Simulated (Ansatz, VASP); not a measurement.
**CdS: VASP beside Ansatz**

```
Cd S
1.0
     4.15000    0.00000    0.00000
    -2.07500    3.59401    0.00000
     0.00000    0.00000    6.73700
Cd S
2 2
Direct
  0.66667 0.33333 0.50000
  0.33333 0.66667 0.00000
  0.66667 0.33333 0.87500
  0.33333 0.66667 0.37500
```

Alike in both runs: functional LDA; k mesh 7 × 7 × 4; occupations fermi-dirac, width 0.05 eV; non-collinear spin, spin-orbit coupling.

|  | VASP | Ansatz |
| --- | --- | --- |
| version | VASP 6.6.1 | Ansatz 0.2.0 |
| potentials or method | VASP PAW LDA potentials, release 64 (Cd, S) | Ansatz PAW |
| plane-wave cutoff (eV) | 520 | 420 |
| valence electrons in the cell | 36 | 52 |
| task | single point | band structure |

Ansatz gave:

- pressure (GPa): -3.2
- traceless stress, the component that is largest in VASP (GPa): 0.39
- rms of the force components (eV/Å): 0.035
- net moment per atom (μB): 0.00

Question: Estimate VASP's values.

Answer: Pressure (GPa): -2.7; traceless stress, the component that is largest in VASP (GPa): 0.40; rms of the force components (eV/Å): 0.036; net moment per atom (μB): 0.00.

LDA's correlation is that of Perdew and Zunger in VASP and of Perdew and Wang (1992) in Ansatz. Atom by atom the forces differ by 0.001 eV/Å (rms over components). VASP's potentials hold 36 valence electrons a cell and Ansatz's 52, so a difference there can come from the potentials and not from the codes.
